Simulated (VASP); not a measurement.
# Ba: single point with PBEsol

Crystal: Ba.

```
CELL_PARAMETERS angstrom
-2.40974 2.40974 2.40974
2.40974 -2.40974 2.40974
2.40974 2.40974 -2.40974
ATOMIC_POSITIONS crystal
Ba 0.00000 0.00000 0.00000
```

This cell differs from its parent crystal: volume scaled by 0.97.

```json
{
  "Program": "VASP 6.6.1",
  "Task": "single point",
  "Functional": "PBEsol",
  "Potentials or basis": "VASP PAW PBE potentials, release 64 (Ba_sv)",
  "Cutoff": "520 eV",
  "k mesh": "12 × 12 × 12",
  "Occupations": "gaussian, width 0.1 eV",
  "Spin": "no spin polarisation",
  "Dipole correction": "no",
  "Further INCAR settings": "ALGO = Normal; EDIFF = 1e-07; NBANDS = 11"
}
```

```json
{"Pressure": "0.4 GPa", "Band gap on the k mesh": "zero (band 5 reaches 2.57 eV, above the bottom of band 6 at 1.22 eV)"}
```

Levels at points of the mesh, in eV from the Fermi level:
| k point | band 3 | band 4 | band 5 | band 6 | band 7 | band 8 |
| --- | --- | --- | --- | --- | --- | --- |
| (0.00, 0.00, 0.00) | -13.51 | -13.51 | -2.81 | 1.94 | 1.94 | 1.94 |
| (0.50, 0.00, 0.00) | -13.73 | -13.52 | -0.99 | 0.65 | 1.66 | 3.56 |
| (0.50, 0.50, 0.50) | -13.97 | -13.97 | -0.72 | -0.72 | 4.96 | 4.96 |

It took 52 s on 1 thread of AMD EPYC 7R43 64-Core Processor (Zen 3) (shared host), peak memory 0.16 GiB.

Caveat: the PAW data sets were made with another functional, which shifts forces and pressure a little; spin-orbit coupling is left out, which moves the levels of the heavy elements.
